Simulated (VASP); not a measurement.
Here is a VASP 6.6.1 calculation.

File INCAR:

```
SYSTEM = SiMo3
ALGO = Fast ; EDIFF = 1E-6
ENCUT = 520 ; GGA = PE
ISIF = 2 ; ISMEAR = 0
LASPH = .True. ; LCHARG = .False.
LREAL = .False. ; LWAVE = .False.
NBANDS = 31 ; NELM = 100
PREC = Accurate ; SIGMA = 0.1
```

The input KPOINTS:

```
k-points
0
Gamma
  12 12 12
  0 0 0
```

The input POSCAR:

```
SiMo3
1.0
    2.5242519279      1.4573775301      4.3049044981
   -2.5242519279      1.4573775301      4.3049044981
    0.0000000000     -2.9147550602      4.3049044982
Si Mo
1 3
Direct
    0.0000000000      0.0000000000      0.0000000000
    0.0000000000      0.0000000000      0.5000000000
    0.5000000000      0.0000000000      0.0000000000
    0.0000000000      0.5000000000      0.0000000000
```

Potentials or basis: VASP PAW PBE potentials, release 64 (Si, Mo_sv).

Command:

```sh
$ cat potpaw_PBE.64/Si/POTCAR potpaw_PBE.64/Mo_sv/POTCAR > POTCAR
$ mpirun -np 1 vasp_std > vasp.out
```

**Question.** Estimate the pressure.

**Answer.** 0.2 GPa.

**Question.** What does it give for the band gap on the k mesh?

**Answer.** Zero (band 23 reaches 6.22 eV, above the bottom of band 24 at 5.60 eV).

Stress tensor (GPa, compression positive):
```
0.30 0.00 0.00
0.00 0.30 0.00
0.00 0.00 0.06
```
